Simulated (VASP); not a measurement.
# Ir in VASP: a series of runs

Ir is run at these levels: PBE; tasks: single point.

All numbers are computed with VASP 6.6.1; they aren't measurements. Logs are shortened: lines on timing, memory, paths and dates and some standing lists are left out, and cuts for length are marked.

## 1. The cell of the first run

The cell holds a slab with vacuum, 5 atoms: a = 2.738 Å, b = 2.738 Å, c = 24.942 Å, α = 90.00°, β = 90.00°, γ = 120.00°.

## 2. Single point, PBE

INCAR reads:

```
  PREC = Accurate
  ENCUT = 520
  EDIFF = 1E-6
  ISMEAR = -1
  SIGMA = 0.1
  LREAL = False
  LASPH = True
  NELM = 60
  ALGO = Normal
  ISIF = 2
  LWAVE = False
  LCHARG = True
  LDIPOL = True
  IDIPOL = 3
  DIPOL = 0.5 0.5 0.500
  GGA = PE
  LELF = True
  LVHAR = True
  LVACPOTAV = True
  NBANDS = 30
```

KPOINTS reads:

```
regular mesh
0
Gamma
  15 15 1
```

POSCAR reads:

```
Ir
1.0
    2.7380282313      0.0000000000      0.0000000000
   -1.3690141156      2.3712020046      0.0000000000
    0.0000000000      0.0000000000     24.9424000000
Ir
5
Direct
    0.8333333333      0.1666666667      0.3228464568
    0.1666666667      0.8333333333      0.4105996875
    0.5000000000      0.5000000000      0.5000000009
    0.8333333333      0.1666666667      0.5894003130
    0.1666666667      0.8333333333      0.6771535418
```

Potentials or basis: VASP PAW PBE potentials, release 64 (Ir).

Launch:

```
$ cat potpaw_PBE.64/Ir/POTCAR > POTCAR
$ mpirun -np 1 vasp_std > vasp.out
```

OUTCAR:

```text
PREC = Accurate
   ENCUT = 520
   EDIFF = 1E-6
   ISMEAR = -1
   LREAL = False
   LASPH = True
   NELM = 60
   ISIF = 2
   GGA = PE

 ion  position               nearest neighbor table
   1  0.833  0.167  0.323-   2 2.70   2 2.70   2 2.70
   2  0.167  0.833  0.411-   1 2.70   1 2.70   1 2.70   3 2.73   3 2.73   3 2.73
   3  0.500  0.500  0.500-   4 2.73   4 2.73   4 2.73   2 2.73   2 2.73   2 2.73
   4  0.833  0.167  0.589-   5 2.70   5 2.70   5 2.70   3 2.73   3 2.73   3 2.73
   5  0.167  0.833  0.677-   4 2.70   4 2.70   4 2.70

  LATTYP: Found a hexagonal cell.
 ALAT       =     2.7380282313
 C/A-ratio  =     9.1096211919

  Lattice vectors:

 A1 = (   2.7380282313,   0.0000000000,   0.0000000000)
 A2 = (  -1.3690141156,   2.3712020046,   0.0000000000)
 A3 = (   0.0000000000,   0.0000000000,  24.9424000000)

Analysis of symmetry for initial positions (statically):
=====================================================================
 Subroutine PRICEL returns:
 Original cell was already a primitive cell.

 Routine SETGRP: Setting up the symmetry group for a
 hexagonal supercell.

 Subroutine GETGRP returns: Found 12 space group operations
 (whereof  4 operations were pure point group operations)
 out of a pool of 24 trial point group operations.

The static configuration has the point symmetry C_2h.
 The point group associated with its full space group is D_3d.

Analysis of symmetry for dynamics (positions and initial velocities):
=====================================================================
 Subroutine PRICEL returns:
 Original cell was already a primitive cell.

 Routine SETGRP: Setting up the symmetry group for a
 hexagonal supercell.

 Subroutine GETGRP returns: Found 12 space group operations
 (whereof  4 operations were pure point group operations)
 out of a pool of 24 trial point group operations.

The dynamic configuration has the point symmetry C_2h.
 The point group associated with its full space group is D_3d.

 Subroutine INISYM returns: Found 12 space group operations
 (whereof  4 operations are pure point group operations),
 and found     1 'primitive' translations

----------------------------------------------------------------------------------------

                                     Primitive cell

  volume of cell :     161.9365

  direct lattice vectors                    reciprocal lattice vectors
     2.738028231  0.000000000  0.000000000     0.365226329  0.210863519  0.000000000
    -1.369014116  2.371202005  0.000000000     0.000000000  0.421727039  0.000000000
     0.000000000  0.000000000 24.942400000     0.000000000  0.000000000  0.040092373

  length of vectors
     2.738028231  2.738028231 24.942400000     0.421727039  0.421727039  0.040092373

  position of ions in fractional coordinates (direct lattice)
     0.833333333  0.166666667  0.322846457
     0.166666667  0.833333333  0.410599688
     0.500000000  0.500000000  0.500000001
     0.833333333  0.166666667  0.589400313
     0.166666667  0.833333333  0.677153542

  ion indices of the primitive-cell ions
   primitive index   ion index
                 1           1
                 2           2
                 3           3
                 4           4
                 5           5

----------------------------------------------------------------------------------------

 KPOINTS: regular mesh

Automatic generation of k-mesh.
 Grid dimensions read from file:
 generate k-points for:   15   15    1

 Generating k-lattice:

  Cartesian coordinates                     Fractional coordinates (reciprocal lattice)
     0.024348422  0.014057568  0.000000000     0.066666667  0.000000000  0.000000000
     0.000000000  0.028115136  0.000000000     0.000000000  0.066666667  0.000000000
     0.000000000  0.000000000  0.040092373     0.000000000  0.000000000  1.000000000

  Length of vectors
     0.028115136  0.028115136  0.040092373

  Shift w.r.t. Gamma in fractional coordinates (k-lattice)
     0.000000000  0.000000000  0.000000000

 Subroutine IBZKPT returns following result:
 ===========================================

 Found     27 irreducible k-points:

 Following reciprocal coordinates:
            Coordinates               Weight
  0.000000  0.000000  0.000000      1.000000
  0.066667  0.000000  0.000000      6.000000
  0.133333  0.000000  0.000000      6.000000
  0.200000  0.000000  0.000000      6.000000
  0.266667  0.000000  0.000000      6.000000
  0.333333  0.000000  0.000000      6.000000
[... 16 lines left out ...]
  0.333333  0.200000  0.000000     12.000000
  0.400000  0.200000  0.000000      6.000000
 [... further k-points ...]
   k-points           NKPTS =     27   k-points in BZ     NKDIM =     27   number of bands    NBANDS=     30
   number of dos      NEDOS =    301   number of ions     NIONS =      5
   total plane-waves  NPLWV =  76800
   dimension x,y,z NGX =    20 NGY =   20 NGZ =  192
   dimension x,y,z NGXF=    40 NGYF=   40 NGZF=  384
   ions per type =               5
   NGX,Y,Z   is equivalent  to a cutoff of  12.14, 12.14, 12.80 a.u.
   NGXF,Y,Z  is equivalent  to a cutoff of  24.29, 24.29, 25.59 a.u.
 SYSTEM =  unknown system
   PREC   = accura    normal or accurate (medium, high low for compatibility)
   ISTART =      0    job   : 0-new  1-cont  2-samecut
   ICHARG =      2    charge: 1-file 2-atom 10-const
   ISPIN  =      1    spin polarized calculation?
   LNONCOLLINEAR =      F non collinear calculations
   LSORBIT =      F    spin-orbit coupling
   LASPH  =      T    aspherical Exc in radial PAW
   ENCUT  =  520.0 eV  38.22 Ry    6.18 a.u.   5.09  5.09 46.38*2*pi/ulx,y,z
   NELM   =     60;   NELMIN=  2; NELMDL= -5     # of ELM steps
   EDIFF  = 0.1E-05   stopping-criterion for ELM
   LREAL  =      F    real-space projection
   EDIFFG = 0.1E-04   stopping-criterion for IOM
   NSW    =      0    number of steps for IOM
   IBRION =     -1    ionic relax: 0-MD 1-quasi-New 2-CG
   NFREE  =      0    steps in history (QN), initial steepest desc. (CG)
   ISIF   =      2    stress and relaxation
   ISYM   =      2    0-nonsym 1-usesym 2-fastsym
   POTIM  = 0.5000    time-step for ionic-motion
   TEBEG  =    0.0;   TEEND  =   0.0 temperature during run
   PSTRESS=    0.0 pullay stress
   NELECT =      45.0000    total number of electrons
   NUPDOWN=      -1.0000    fix difference up-down
   EMIN   =  10.00;   EMAX   =-10.00  energy-range for DOS
   EFERMI =   0.00;   METHOD = LEGACY
   ISMEAR =    -1;   SIGMA  =   0.10  broadening in eV -4-tet -1-fermi 0-gaus
   EFERMI_NEDOS =   21; number of points for ismear=-14 and -15
   IALGO  =     38    algorithm
   IMIX   =      4    mixing-type and parameters
     AMIX     =   0.40;   BMIX     =  1.00
     AMIX_MAG =   1.60;   BMIX_MAG =  1.00
  volume/ion in A,a.u.               =      32.39       218.56
  Fermi-wavevector in a.u.,A,eV,Ry     =   1.068310  2.018814 15.528152  1.141287
  Thomas-Fermi vector in A             =   2.203954
   LORBIT       =      0    0 simple, 1 ext, 2 COOP (PROOUT), +10 PAW based schemes
   GGA     = PE    functional components
   LHFCALC =     F    Hartree Fock is set to
   AEXX    =    0.0000 exact exchange contribution
   IVDW    =     0    specifies the selected vdW correction
   LEPSILON=     F    determine dielectric tensor
   LRPA    =     F    only Hartree local field effects (RPA)
 non-spin polarized calculation
  energy-cutoff  :      520.00
  volume of cell :      161.94
 maximum number of plane-waves:      4393
   NGX = 11   NGY = 11   NGZ = 93

 dipolmoment           0.000000      0.000000      0.000000 electrons x Angstroem

 number of electron      45.0000001 magnetization

 dipolmoment           0.000000      0.000000     -0.000000 electrons x Angstroem

 Free energy of the ion-electron system (eV)
  ---------------------------------------------------
  ext. energy  EPLUGINS =         0.00000000
  ---------------------------------------------------
  free energy    TOTEN  =       -42.49815860 eV

  energy without entropy =      -42.31694092  energy(sigma->0) =      -42.40754976

 E-fermi :   1.3846     XC(G=0):  -6.9821

 val. band max:        1.3277794824   @ k =   0.2667   0.0667   0.0000
 cond. band min:       1.3889215897   @ k =   0.2667   0.0000   0.0000
 fundamental gap:      0.0611421073
 Fermi energy:         1.3846182061

 k-point     1 :       0.0000    0.0000    0.0000
  band No.  band energies     occupation
      1      -9.1050      2.00000
      2      -8.0933      2.00000
      3      -6.8500      2.00000
      4      -6.2487      2.00000
      5      -6.1821      2.00000
      6      -2.5943      2.00000
[... 22 lines left out ...]
     29       1.7105      0.07400
     30       2.1929      0.00062

 k-point     2 :       0.0667    0.0000    0.0000
  band No.  band energies     occupation
      1      -8.9365      2.00000
      2      -7.9294      2.00000
      3      -6.6838      2.00000
      4      -6.0862      2.00000
      5      -6.0131      2.00000
      6      -2.7812      2.00000
[... 22 lines left out ...]
     29       2.2073      0.00053
     30       2.3864      0.00009

 k-point     3 :       0.1333    0.0000    0.0000
  band No.  band energies     occupation
      1      -8.4533      2.00000
      2      -7.4689      2.00000
      3      -6.2279      2.00000
      4      -5.6410      2.00000
      5      -5.5461      2.00000
      6      -3.2426      2.00000
[... 22 lines left out ...]
     29       2.2454      0.00037
     30       3.3498      0.00000

 k-point     4 :       0.2000    0.0000    0.0000
  band No.  band energies     occupation
      1      -7.7322      2.00000
      2      -6.8232      2.00000
      3      -5.6664      2.00000
      4      -5.1044      2.00000
      5      -4.9255      2.00000
      6      -3.7889      2.00000
[... 22 lines left out ...]
     29       2.5185      0.00002
     30       4.2800      0.00000

 k-point     5 :       0.2667    0.0000    0.0000
  band No.  band energies     occupation
      1      -6.9391      2.00000
      2      -6.2151      2.00000
      3      -5.3973      2.00000
      4      -4.8833      2.00000
      5      -4.5403      2.00000
      6      -4.2817      2.00000
[... 22 lines left out ...]
     29       3.1656      0.00000
     30       5.0951      0.00000
[... 526 lines left out ...]
     29       4.4591      0.00000
     30       6.3158      0.00000

 k-point    22 :       0.2667    0.2000    0.0000
  band No.  band energies     occupation
      1      -5.3233      2.00000
      2      -5.1763      2.00000
      3      -4.7994      2.00000
      4      -4.6188      2.00000
      5      -4.3305      2.00000
      6      -4.0197      2.00000
[... 22 lines left out ...]
     29       5.6447      0.00000
     30       7.3903      0.00000

 k-point    23 :       0.3333    0.2000    0.0000
  band No.  band energies     occupation
      1      -5.2615      2.00000
      2      -5.2401      2.00000
      3      -4.6849      2.00000
      4      -4.5434      2.00000
      5      -4.5129      2.00000
      6      -4.0882      2.00000
[... 22 lines left out ...]
     29       6.9615      0.00000
     30       7.7279      0.00000

 k-point    24 :       0.4000    0.2000    0.0000
  band No.  band energies     occupation
      1      -5.3162      2.00000
      2      -5.2286      2.00000
      3      -4.6636      2.00000
      4      -4.6037      2.00000
      5      -4.4938      2.00000
      6      -4.0646      2.00000
[... 22 lines left out ...]
     29       6.8451      0.00000
     30       7.3640      0.00000

 [... further k-points ...]

------------------------ aborting loop because EDIFF is reached ----------------------------------------

  FORCE on cell =-STRESS in cart. coord.  units (eV):
  Direction    XX          YY          ZZ          XY          YZ          ZX
  --------------------------------------------------------------------------------------
  -------------------------------------------------------------------------------------
  Total       -3.5772501     -3.5772501      0.1808477     -0.0000000     -0.0000000      0.0000000
  in kB      -35.3928201    -35.3928201      1.7892827     -0.0000000     -0.0000000      0.0000000
  external PRESSURE =     -22.9987858 kB  Pullay stress =       0.0000000 kB

 VOLUME and BASIS-vectors are now :
 -----------------------------------------------------------------------------
  energy-cutoff  :      520.00
  volume of cell :      161.94
      direct lattice vectors                 reciprocal lattice vectors
     2.738028231  0.000000000  0.000000000     0.365226329  0.210863519  0.000000000
    -1.369014116  2.371202005  0.000000000     0.000000000  0.421727039  0.000000000
     0.000000000  0.000000000 24.942400000     0.000000000  0.000000000  0.040092373

 POSITION                                       TOTAL-FORCE (eV/Angst)
 -----------------------------------------------------------------------------------
      2.05352      0.39520      8.05257        -0.000000      0.000000     -0.025698
     -0.68451      1.97600     10.24134        -0.000000      0.000000      0.001281
      0.68451      1.18560     12.47120         0.000000     -0.000000      0.000000
      2.05352      0.39520     14.70106         0.000000     -0.000000     -0.001281
     -0.68451      1.97600     16.88983         0.000000     -0.000000      0.025698
 -----------------------------------------------------------------------------------
    total drift:                               -0.000000      0.000000     -0.000001

  FREE ENERGIE OF THE ION-ELECTRON SYSTEM (eV)
  ---------------------------------------------------
  free  energy   TOTEN  =       -42.4981585956 eV

  energy  without entropy=      -42.3169409175  energy(sigma->0) =      -42.40754976

 vacuum level on the upper side and lower side of the slab         6.904         6.904
```

It took 2.2 min on 1 thread of Intel Xeon 6975P-C (Granite Rapids), shared host; peak memory 0.31 GiB.

What came out:

- Free energy: -42.4982 eV
- Largest force: 0.026 eV/Å
- Band gap on the k mesh: zero (an odd number of electrons rules out a gap without spin polarisation)

Forces on the atoms (eV/Å):
```
Ir   0.000  0.000 -0.026
Ir   0.000  0.000  0.001
Ir   0.000  0.000  0.000
Ir   0.000  0.000 -0.001
Ir   0.000  0.000  0.026
```

Levels at points of the mesh, in eV from the Fermi level:
| k point | band 20 | band 21 | band 22 | band 23 | band 24 | band 25 |
| --- | --- | --- | --- | --- | --- | --- |
| (0.00, 0.00, 0.00) | -1.16 | -1.16 | -1.07 | -1.07 | -0.52 | -0.52 |

Caveat: spin-orbit coupling is left out, which moves the levels of the heavy elements.

## 3. Single point, PBE

INCAR reads:

```
SYSTEM = Ir
  PREC = Accurate
  ENCUT = 520
  EDIFF = 1E-6
  ISMEAR = -1
  SIGMA = 0.1
  LREAL = .False.
  LASPH = .True.
  NELM = 80
  ALGO = Normal
  ISIF = 2
  LWAVE = .False.
  LCHARG = .True.
  LDIPOL = .True.
  IDIPOL = 3
  DIPOL = 0.5 0.5 0.500
  GGA = PE
  LELF = .True.
  LVHAR = .True.
  LVACPOTAV = .True.
  EFIELD = -0.2
  NBANDS = 30
```

KPOINTS reads:

```
Automatic mesh
0
Gamma
  15 15 1
  0 0 0
```

POSCAR is that of step 2.

Potentials or basis: VASP PAW PBE potentials, release 64 (Ir).

Launch:

```
$ cat potpaw_PBE.64/Ir/POTCAR > POTCAR
$ mpirun -np 1 vasp_std > vasp.out
```

Wall time 5.5 min (1 thread of Intel Xeon 6975P-C (Granite Rapids), shared host); peak memory 0.31 GiB.

It converged, with:

```yaml
Free_energy: -42.5069 eV
Largest_force: 0.030 eV/Å
Band_gap_on_the_k_mesh: zero (an odd number of electrons rules out a gap without spin polarisation)
```

Forces in eV/Å, atoms in the order of the input:
```
Ir   0.000  0.000 -0.030
Ir   0.000  0.000  0.002
Ir   0.000  0.000  0.006
Ir   0.000  0.000  0.000
Ir   0.000  0.000  0.022
```

Levels at points of the mesh, in eV from the Fermi level:
```
           k point  band 20  band 21  band 22  band 23  band 24  band 25
(0.00, 0.00, 0.00)    -1.16    -1.16    -1.07    -1.07    -0.52    -0.52
```

Caveat: spin-orbit coupling is left out, which moves the levels of the heavy elements.

The gap in the log of VASP goes by the Fermi energy; the results here count the filled bands.